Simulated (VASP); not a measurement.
# PbS (Fm-3m) in VASP: notebook

The runs below take PbS through single point, with PBEsol.

Everything below comes from runs of VASP 6.6.1. Logs are shortened: lines on timing, memory, paths and dates and some standing lists are left out, and cuts for length are marked.

### Step 1. The cell of the first run

The structure is cubic, space group Fm-3m (No. 225). The conventional cell has a = 5.903 Å, b = 5.903 Å, c = 5.903 Å, α = 90.00°, β = 90.00°, γ = 90.00°. Pb (site symmetry m-3m) has 6 S at 2.95 Å within 3.9 Å. S (site symmetry m-3m) has 6 Pb at 2.95 Å within 3.9 Å.

### Step 2. Single point, PBEsol

The input, INCAR:

```
PREC = Accurate
ENCUT = 520
EDIFF = 1E-6
ISMEAR = 0
SIGMA = 0.05
LREAL = False
LASPH = True
NELM = 80
ALGO = Normal
ISIF = 2
LWAVE = False
LCHARG = False
GGA = PS
NBANDS = 17
```

The input, KPOINTS:

```
Automatic mesh
0
Gamma
  10 10 10
```

The input, POSCAR:

```
PbS
1.0
    0.0000000000      2.9515570989      2.9515570989
    2.9515570989      0.0000000000      2.9515570989
    2.9515570989      2.9515570989      0.0000000000
Pb S
1 1
Direct
    0.5000000000      0.5000000000      0.5000000000
    0.0000000000      0.0000000000      0.0000000000
```

Potentials or basis: VASP PAW PBE potentials, release 64 (Pb_d, S).

The run is started by

```console
cat potpaw_PBE.64/Pb_d/POTCAR potpaw_PBE.64/S/POTCAR > POTCAR
mpirun -np 1 vasp_std > vasp.out
```

OUTCAR:

```text
PREC = Accurate
   ENCUT = 520
   EDIFF = 1E-6
   ISMEAR = 0
   LREAL = False
   LASPH = True
   NELM = 80
   ISIF = 2
   GGA = PS

 ion  position               nearest neighbor table
   1  0.500  0.500  0.500-   2 2.95   2 2.95   2 2.95   2 2.95   2 2.95   2 2.95
   2  0.000  0.000  0.000-   1 2.95   1 2.95   1 2.95   1 2.95   1 2.95   1 2.95

  LATTYP: Found a face centered cubic cell.
 ALAT       =     5.9031141978

  Lattice vectors:

 A1 = (   0.0000000000,   2.9515570989,   2.9515570989)
 A2 = (   2.9515570989,   0.0000000000,   2.9515570989)
 A3 = (   2.9515570989,   2.9515570989,   0.0000000000)

Analysis of symmetry for initial positions (statically):
=====================================================================
 Subroutine PRICEL returns:
 Original cell was already a primitive cell.

 Routine SETGRP: Setting up the symmetry group for a
 face centered cubic supercell.

 Subroutine GETGRP returns: Found 48 space group operations
 (whereof 48 operations were pure point group operations)
 out of a pool of 48 trial point group operations.

The static configuration has the point symmetry O_h .

Analysis of symmetry for dynamics (positions and initial velocities):
=====================================================================
 Subroutine PRICEL returns:
 Original cell was already a primitive cell.

 Routine SETGRP: Setting up the symmetry group for a
 face centered cubic supercell.

 Subroutine GETGRP returns: Found 48 space group operations
 (whereof 48 operations were pure point group operations)
 out of a pool of 48 trial point group operations.

The dynamic configuration has the point symmetry O_h .

 Subroutine INISYM returns: Found 48 space group operations
 (whereof 48 operations are pure point group operations),
 and found     1 'primitive' translations

----------------------------------------------------------------------------------------

                                     Primitive cell

  volume of cell :      51.4261

  direct lattice vectors                    reciprocal lattice vectors
     0.000000000  2.951557099  2.951557099    -0.169402110  0.169402110  0.169402110
     2.951557099  0.000000000  2.951557099     0.169402110 -0.169402110  0.169402110
     2.951557099  2.951557099  0.000000000     0.169402110  0.169402110 -0.169402110

  length of vectors
     4.174132079  4.174132079  4.174132079     0.293413061  0.293413061  0.293413061

  position of ions in fractional coordinates (direct lattice)
     0.500000000  0.500000000  0.500000000
     0.000000000  0.000000000  0.000000000

  ion indices of the primitive-cell ions
   primitive index   ion index
                 1           1
                 2           2

----------------------------------------------------------------------------------------

 KPOINTS: Automatic mesh

Automatic generation of k-mesh.
 Grid dimensions read from file:
 generate k-points for:   10   10   10

 Generating k-lattice:

  Cartesian coordinates                     Fractional coordinates (reciprocal lattice)
    -0.016940211  0.016940211  0.016940211     0.100000000  0.000000000  0.000000000
     0.016940211 -0.016940211  0.016940211     0.000000000  0.100000000  0.000000000
     0.016940211  0.016940211 -0.016940211     0.000000000  0.000000000  0.100000000

  Length of vectors
     0.029341306  0.029341306  0.029341306

  Shift w.r.t. Gamma in fractional coordinates (k-lattice)
     0.000000000  0.000000000  0.000000000

 Subroutine IBZKPT returns following result:
 ===========================================

 Found     47 irreducible k-points:

 Following reciprocal coordinates:
            Coordinates               Weight
  0.000000  0.000000  0.000000      1.000000
  0.100000  0.000000  0.000000      8.000000
  0.200000  0.000000  0.000000      8.000000
  0.300000  0.000000  0.000000      8.000000
  0.400000  0.000000  0.000000      8.000000
  0.500000  0.000000  0.000000      4.000000
[... 16 lines left out ...]
  0.300000  0.300000  0.000000      6.000000
  0.400000  0.300000  0.000000     24.000000
 [... further k-points ...]
   k-points           NKPTS =     47   k-points in BZ     NKDIM =     47   number of bands    NBANDS=     17
   number of dos      NEDOS =    301   number of ions     NIONS =      2
   total plane-waves  NPLWV =  32768
   dimension x,y,z NGX =    32 NGY =   32 NGZ =   32
   dimension x,y,z NGXF=    64 NGYF=   64 NGZF=   64
   ions per type =               1   1
   NGX,Y,Z   is equivalent  to a cutoff of  12.74, 12.74, 12.74 a.u.
   NGXF,Y,Z  is equivalent  to a cutoff of  25.49, 25.49, 25.49 a.u.
 SYSTEM =  unknown system
   PREC   = accura    normal or accurate (medium, high low for compatibility)
   ISTART =      0    job   : 0-new  1-cont  2-samecut
   ICHARG =      2    charge: 1-file 2-atom 10-const
   ISPIN  =      1    spin polarized calculation?
   LNONCOLLINEAR =      F non collinear calculations
   LSORBIT =      F    spin-orbit coupling
   LASPH  =      T    aspherical Exc in radial PAW
   ENCUT  =  520.0 eV  38.22 Ry    6.18 a.u.   7.76  7.76  7.76*2*pi/ulx,y,z
   NELM   =     80;   NELMIN=  2; NELMDL= -5     # of ELM steps
   EDIFF  = 0.1E-05   stopping-criterion for ELM
   LREAL  =      F    real-space projection
   EDIFFG = 0.1E-04   stopping-criterion for IOM
   NSW    =      0    number of steps for IOM
   IBRION =     -1    ionic relax: 0-MD 1-quasi-New 2-CG
   NFREE  =      0    steps in history (QN), initial steepest desc. (CG)
   ISIF   =      2    stress and relaxation
   ISYM   =      2    0-nonsym 1-usesym 2-fastsym
   POTIM  = 0.5000    time-step for ionic-motion
   TEBEG  =    0.0;   TEEND  =   0.0 temperature during run
   PSTRESS=    0.0 pullay stress
   NELECT =      20.0000    total number of electrons
   NUPDOWN=      -1.0000    fix difference up-down
   EMIN   =  10.00;   EMAX   =-10.00  energy-range for DOS
   EFERMI =   0.00;   METHOD = LEGACY
   ISMEAR =     0;   SIGMA  =   0.05  broadening in eV -4-tet -1-fermi 0-gaus
   EFERMI_NEDOS =   21; number of points for ismear=-14 and -15
   IALGO  =     38    algorithm
   IMIX   =      4    mixing-type and parameters
     AMIX     =   0.40;   BMIX     =  1.00
     AMIX_MAG =   1.60;   BMIX_MAG =  1.00
  volume/ion in A,a.u.               =      25.71       173.52
  Fermi-wavevector in a.u.,A,eV,Ry     =   1.194970  2.258166 19.428482  1.427953
  Thomas-Fermi vector in A             =   2.330947
   LORBIT       =      0    0 simple, 1 ext, 2 COOP (PROOUT), +10 PAW based schemes
   GGA     = PS    functional components
   LHFCALC =     F    Hartree Fock is set to
   AEXX    =    0.0000 exact exchange contribution
   IVDW    =     0    specifies the selected vdW correction
   LEPSILON=     F    determine dielectric tensor
   LRPA    =     F    only Hartree local field effects (RPA)
 non-spin polarized calculation
 Gauss-broadening in eV      SIGMA  =   0.05
  energy-cutoff  :      520.00
  volume of cell :       51.43
 maximum number of plane-waves:      1411
   NGX = 15   NGY = 15   NGZ = 15

 number of electron      19.9999997 magnetization

 Free energy of the ion-electron system (eV)
  ---------------------------------------------------
  ext. energy  EPLUGINS =         0.00000000
  ---------------------------------------------------
  free energy    TOTEN  =        -9.45683197 eV

  energy without entropy =       -9.45682775  energy(sigma->0) =       -9.45682986

 E-fermi :   5.9963     XC(G=0):  -9.9545

 val. band max:        5.8965646693   @ k =   0.5000   0.0000   0.0000
 cond. band min:       6.0960506277   @ k =   0.5000   0.0000   0.0000
 fundamental gap:      0.1994859584
 Fermi energy:         5.9963076368

 k-point     1 :       0.0000    0.0000    0.0000
  band No.  band energies     occupation
      1     -10.8886      2.00000
      2     -10.8886      2.00000
      3     -10.8886      2.00000
      4     -10.8757      2.00000
      5     -10.8757      2.00000
      6      -7.8556      2.00000
[... 9 lines left out ...]
     16      12.4869      0.00000
     17      14.2810      0.00000

 k-point     2 :       0.1000    0.0000    0.0000
  band No.  band energies     occupation
      1     -10.8881      2.00000
      2     -10.8863      2.00000
      3     -10.8863      2.00000
      4     -10.8763      2.00000
      5     -10.8763      2.00000
      6      -7.7667      2.00000
[... 9 lines left out ...]
     16      12.7482      0.00000
     17      15.1703      0.00000

 k-point     3 :       0.2000    0.0000    0.0000
  band No.  band energies     occupation
      1     -10.8907      2.00000
      2     -10.8907      2.00000
      3     -10.8871      2.00000
      4     -10.8680      2.00000
      5     -10.8680      2.00000
      6      -7.5111      2.00000
[... 9 lines left out ...]
     16      13.3338      0.00000
     17      16.7960      0.00000

 k-point     4 :       0.3000    0.0000    0.0000
  band No.  band energies     occupation
      1     -10.9003      2.00000
      2     -10.9003      2.00000
      3     -10.8863      2.00000
      4     -10.8533      2.00000
      5     -10.8533      2.00000
      6      -7.1313      2.00000
[... 9 lines left out ...]
     16      14.1940      0.00000
     17      18.1999      0.00000

 k-point     5 :       0.4000    0.0000    0.0000
  band No.  band energies     occupation
      1     -10.9084      2.00000
      2     -10.9084      2.00000
      3     -10.8860      2.00000
      4     -10.8411      2.00000
      5     -10.8411      2.00000
      6      -6.7366      2.00000
[... 9 lines left out ...]
     16      15.2456      0.00000
     17      17.2902      0.00000

 k-point     6 :       0.5000    0.0000    0.0000
  band No.  band energies     occupation
      1     -10.9115      2.00000
      2     -10.9115      2.00000
      3     -10.8859      2.00000
      4     -10.8364      2.00000
      5     -10.8364      2.00000
      6      -6.5497      2.00000
[... 9 lines left out ...]
     16      15.9465      0.00000
     17      16.3760      0.00000

 k-point     7 :       0.1000    0.1000    0.0000
  band No.  band energies     occupation
      1     -10.8912      2.00000
      2     -10.8840      2.00000
      3     -10.8825      2.00000
      4     -10.8825      2.00000
      5     -10.8730      2.00000
      6      -7.7359      2.00000
[... 9 lines left out ...]
     16      13.3153      0.00000
     17      15.1186      0.00000

 k-point     8 :       0.2000    0.1000    0.0000
  band No.  band energies     occupation
      1     -10.8960      2.00000
      2     -10.8913      2.00000
      3     -10.8815      2.00000
      4     -10.8744      2.00000
      5     -10.8653      2.00000
      6      -7.5328      2.00000
[... 9 lines left out ...]
     16      13.9403      0.00000
     17      15.9507      0.00000
[... 203 lines left out ...]
      1     -10.9535      2.00000
      2     -10.8879      2.00000
      3     -10.8839      2.00000
      4     -10.8512      2.00000
      5     -10.8333      2.00000
      6      -6.4066      2.00000
[... 9 lines left out ...]
     16      16.3461      0.00000
     17      16.8863      0.00000

 k-point    20 :      -0.4000    0.2000    0.0000
  band No.  band energies     occupation
      1     -10.9446      2.00000
      2     -10.8940      2.00000
      3     -10.8752      2.00000
      4     -10.8534      2.00000
      5     -10.8391      2.00000
      6      -6.3589      2.00000
[... 9 lines left out ...]
     16      15.2378      0.00000
     17      17.5803      0.00000

 k-point    21 :      -0.3000    0.2000    0.0000
  band No.  band energies     occupation
      1     -10.9274      2.00000
      2     -10.8962      2.00000
      3     -10.8754      2.00000
      4     -10.8530      2.00000
      5     -10.8515      2.00000
      6      -6.6149      2.00000
[... 9 lines left out ...]
     16      15.7618      0.00000
     17      16.9331      0.00000

 k-point    22 :      -0.2000    0.2000    0.0000
  band No.  band energies     occupation
      1     -10.9083      2.00000
      2     -10.8950      2.00000
      3     -10.8818      2.00000
      4     -10.8641      2.00000
      5     -10.8525      2.00000
      6      -6.9915      2.00000
[... 9 lines left out ...]
     16      15.6889      0.00000
     17      16.1122      0.00000

 k-point    23 :       0.3000    0.3000    0.0000
  band No.  band energies     occupation
      1     -10.9701      2.00000
      2     -10.9069      2.00000
      3     -10.8573      2.00000
      4     -10.8460      2.00000
      5     -10.8460      2.00000
      6      -6.8500      2.00000
[... 9 lines left out ...]
     16      16.4215      0.00000
     17      16.7350      0.00000

 k-point    24 :       0.4000    0.3000    0.0000
  band No.  band energies     occupation
      1     -10.9928      2.00000
      2     -10.9070      2.00000
      3     -10.8598      2.00000
      4     -10.8390      2.00000
      5     -10.8344      2.00000
      6      -6.5392      2.00000
[... 9 lines left out ...]
     16      16.8573      0.00000
     17      17.5085      0.00000

 [... further k-points ...]
[... 5 lines left out ...]
  --------------------------------------------------------------------------------------
  -------------------------------------------------------------------------------------
  Total       -0.0180298     -0.0180298     -0.0180298     -0.0000000      0.0000000      0.0000000
  in kB       -0.5617169     -0.5617169     -0.5617169     -0.0000000      0.0000000      0.0000000
  external PRESSURE =      -0.5617169 kB  Pullay stress =       0.0000000 kB

 VOLUME and BASIS-vectors are now :
 -----------------------------------------------------------------------------
  energy-cutoff  :      520.00
  volume of cell :       51.43
      direct lattice vectors                 reciprocal lattice vectors
     0.000000000  2.951557099  2.951557099    -0.169402110  0.169402110  0.169402110
     2.951557099  0.000000000  2.951557099     0.169402110 -0.169402110  0.169402110
     2.951557099  2.951557099  0.000000000     0.169402110  0.169402110 -0.169402110

 POSITION                                       TOTAL-FORCE (eV/Angst)
 -----------------------------------------------------------------------------------
      2.95156      2.95156      2.95156         0.000000     -0.000000      0.000000
      0.00000      0.00000      0.00000         0.000000      0.000000     -0.000000
 -----------------------------------------------------------------------------------
    total drift:                                0.000000     -0.000000      0.000000

  FREE ENERGIE OF THE ION-ELECTRON SYSTEM (eV)
  ---------------------------------------------------
  free  energy   TOTEN  =        -9.4568319713 eV

  energy  without entropy=       -9.4568277521  energy(sigma->0) =       -9.45682986
```

It took 16 s on 1 thread of Intel Xeon 6975P-C (Granite Rapids), shared host; peak memory 0.19 GiB.

Results:

```yaml
Free_energy: -9.4568 eV
Pressure: -0.1 GPa
Band_gap_on_the_k_mesh: 0.20 eV, direct
```

Caveat: the PAW data sets were made with another functional, which shifts forces and pressure a little; spin-orbit coupling is left out, which moves the levels of the heavy elements.

### Step 3. Single point, PBEsol

The input, INCAR:

```
SYSTEM = PbS
PREC = Accurate ; ENCUT = 520
EDIFF = 1E-7 ; ISMEAR = 0
SIGMA = 0.05 ; LREAL = .False.
LASPH = .True. ; NELM = 60
ALGO = Normal ; ISIF = 2
LWAVE = .False. ; LCHARG = .True.
GGA = PS ; LELF = .True.
LVHAR = .True. ; NBANDS = 17
```

The input, KPOINTS:

```
regular mesh
0
Gamma
  10 10 10
  0 0 0
```

POSCAR is that of step 2.

Potentials or basis: VASP PAW PBE potentials, release 64 (Pb_d, S).

The run is started by

```console
cat potpaw_PBE.64/Pb_d/POTCAR potpaw_PBE.64/S/POTCAR > POTCAR
mpirun -np 1 vasp_std > vasp.out
```

Wall time 19 s (1 thread of Intel Xeon 6975P-C (Granite Rapids), shared host); peak memory 0.19 GiB.

It converged, with:

| Property | Result |
| --- | --- |
| Free energy | -9.4568 eV |
| Pressure | 0.0 GPa |
| Band gap on the k mesh | 0.20 eV, direct |

Levels at points of the mesh, in eV from the valence-band top:
```tsv
k point	band 7	band 8	band 9	band 10	band 11	band 12	band 13	band 14
(0.00, 0.00, 0.00)	-6.05	-2.26	-2.26	-2.26	5.19	5.19	5.19	6.59
(0.50, 0.00, 0.00)	-9.00	-1.85	-1.85	0.00	0.20	1.84	1.84	8.49
(0.50, 0.50, 0.00)	-7.28	-5.40	-3.58	-3.58	3.64	5.56	5.68	5.68
```

Caveat: the PAW data sets were made with another functional, which shifts forces and pressure a little; spin-orbit coupling is left out, which moves the levels of the heavy elements.

(Part 1 of 2 ends here.)
